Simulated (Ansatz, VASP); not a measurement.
## AlFe in VASP and in Ansatz

INCAR

```
ALGO = Normal
EDIFF = 1E-7
ENCUT = 520
ISIF = 2
ISMEAR = -1
ISPIN = 2
LASPH = T
LCHARG = T
LELF = T
LMAXMIX = 4
LORBIT = 11
LREAL = F
LVHAR = T
LWAVE = F
MAGMOM = 3 0
NBANDS = 16
NELM = 150
PREC = Accurate
SIGMA = 0.05
```

Contents of KPOINTS:

```
k-points
0
Gamma
  9 9 9
```

File POSCAR:

```
AlFe
1.0
    2.8706708545      0.0000000000      0.0000000000
    0.0000000000      2.8706708545      0.0000000000
    0.0000000000      0.0000000000      2.8706708545
Fe Al
1 1
Direct
    0.5000000000      0.5000000000      0.5000000000
    0.0000000000      0.0000000000      0.0000000000
```

input.yaml

```yaml
crystal:
  lattice:
    - [2.8706708545, 0.0, 0.0]
    - [0.0, 2.8706708545, 0.0]
    - [0.0, 0.0, 2.8706708545]
  atoms:
    - { symbol: Fe, position: [0.5, 0.5, 0.5], spin: 3.0 }
    - { symbol: Al, position: [0.0, 0.0, 0.0] }
hamiltonian:
  xc: lda
  pseudopotentials: { kind: paw }
magnetization:
  spin_polarized: true
kpoints:
  mp_grid: { grid: [9, 9, 9] }
scf:
  occupations: { method: fermi_dirac, width: 0.05 }
output:
  forces: true
  stress: true
  eigenvalues: true
  write_density: true
  write_potential: true
  elf: true
  volumetric_format: npy
```

Alike in both runs: task single point; functional LDA; k mesh 9 × 9 × 9; occupations fermi-dirac, width 0.05 eV; collinear spin.

```csv
,VASP,Ansatz
version,VASP 6.6.1,Ansatz 0.2.0
potentials or method,"VASP PAW LDA potentials, release 64 (Fe, Al)",Ansatz PAW
plane-wave cutoff (eV),520,420
valence electrons in the cell,11,19
```

```tsv
	VASP	Ansatz	Ansatz less VASP
gap on the k mesh at the Fermi level (eV)	none	none	-
pressure (GPa)	-10.5	-10.7	-0.22
net moment per atom (μB)	0.26	0.28	+0.026
size of the moment on the site where the two differ most (μB)	0.54	0.60	+0.054
```

LDA's correlation is that of Perdew and Zunger in VASP and of Perdew and Wang (1992) in Ansatz. Site moments also hang on the region over which each program counts them. A gap of «none» marks a metal or a gap that the smearing closes. VASP's potentials hold 11 valence electrons a cell and Ansatz's 19, so a difference there can come from the potentials and not from the codes.
